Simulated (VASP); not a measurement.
A run of VASP 6.6.1 is set up as follows.

The input INCAR:

```
SYSTEM = AlN
  PREC = Accurate
  ENCUT = 520
  EDIFF = 1E-6
  ISMEAR = 0
  SIGMA = 0.05
  LREAL = .FALSE.
  LASPH = .TRUE.
  NELM = 60
  ALGO = Normal
  ISIF = 2
  LWAVE = .FALSE.
  LCHARG = .FALSE.
  GGA = PE
  NBANDS = 16
```

Contents of KPOINTS:

```
Automatic mesh
0
G
  9 9 6
  0 0 0
```

The input POSCAR:

```
AlN
1.0
    3.1478000000      0.0000000000      0.0000000000
   -1.5739000000      2.7260747660      0.0000000000
    0.0000000000      0.0000000000      4.6901000000
Al N
2 2
Direct
    0.3333333333      0.6666666667      0.7500000000
    0.6666666667      0.3333333333      0.2500000000
    0.3333333333      0.6666666667      0.2500000000
    0.6666666667      0.3333333333      0.7500000000
```

Potentials or basis: VASP PAW PBE potentials, release 64 (Al, N).

The run is started by

```bash
$ cat potpaw_PBE.64/Al/POTCAR potpaw_PBE.64/N/POTCAR > POTCAR
$ mpirun -np 1 vasp_std > vasp.out
```

Question: Predict the pressure.

Answer: 10.6 GPa.

Question: Estimate the band gap on the k mesh.

Answer: 2.93 eV, direct.

Stress tensor (GPa, compression positive):
```
19.56  0.00  0.00
 0.00 19.56  0.00
 0.00  0.00 -7.17
```

A hybrid or GW would open this gap; PBE tends to underestimate it.
